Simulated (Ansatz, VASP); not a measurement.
## CdS: VASP beside Ansatz

Contents of INCAR:

```
SYSTEM = CdS
  PREC = Accurate
  ENCUT = 540
  EDIFF = 1E-6
  ISMEAR = 0
  SIGMA = 0.05
  LREAL = .False.
  LASPH = .True.
  NELM = 120
  ALGO = Normal
  ISIF = 2
  LWAVE = .False.
  LCHARG = .False.
  GGA = PS
  NBANDS = 20
  GGA_COMPAT = .False.
```

KPOINTS

```
Automatic mesh
0
Gamma
  9 9 6
  0 0 0
```

POSCAR

```
CdS
1.0
    4.2611695877      0.0000000000      0.0000000000
   -2.1305847939      3.6902811128      0.0000000000
    0.0000000000      0.0000000000      5.8041729400
Cd S
1 1
Direct
    0.0000000000      0.0000000000      0.4426919200
    0.6666666667      0.3333333333      0.4343080800
```

Input for Ansatz:

```yaml
crystal:
  lattice:
    - [4.2611695877, 0.0, 0.0]
    - [-2.1305847939, 3.6902811128, 0.0]
    - [0.0, 0.0, 5.80417294]
  atoms:
    - { symbol: Cd, position: [0.0, 0.0, 0.44269192] }
    - { symbol: S, position: [0.6666666667, 0.3333333333, 0.43430808] }
basis:
  ecutwfc: 420
kpoints:
  mp_grid: { grid: [9, 9, 6] }
hamiltonian:
  xc: pbesol
scf:
  occupations: { method: gaussian, width: 0.05 }
output:
  forces: true
  stress: true
  eigenvalues: true
```

Alike in both runs: task single point; functional PBEsol; k mesh 9 × 9 × 6; occupations gaussian, width 0.05 eV; no spin polarisation.

|  | VASP | Ansatz |
| --- | --- | --- |
| version | VASP 6.6.1 | Ansatz 0.2.0 |
| potentials or method | VASP PAW PBE potentials, release 64 (Cd_sv_GW, S), cutoff 540 eV | scalar-relativistic, plane waves, PAW |
| valence electrons in the cell | 26 | 26 |

Ansatz gave:

```
gap on the k mesh at the Fermi level (eV)                     : 1.42
least direct gap on the mesh (eV)                             : 1.42
pressure (GPa)                                                : -1.5
traceless stress, the component that is largest in VASP (GPa) : 1.49
rms of the force components (eV/Å)                            : 0.010
```

Which values does VASP return?

gap on the k mesh at the Fermi level (eV): 1.41; least direct gap on the mesh (eV): 1.42; pressure (GPa): -2.0; traceless stress, the component that is largest in VASP (GPa): 1.47; rms of the force components (eV/Å): 0.010.

VASP's potentials were made for PBE, not for PBEsol. Atom by atom the forces differ by 0.000 eV/Å (rms over components).
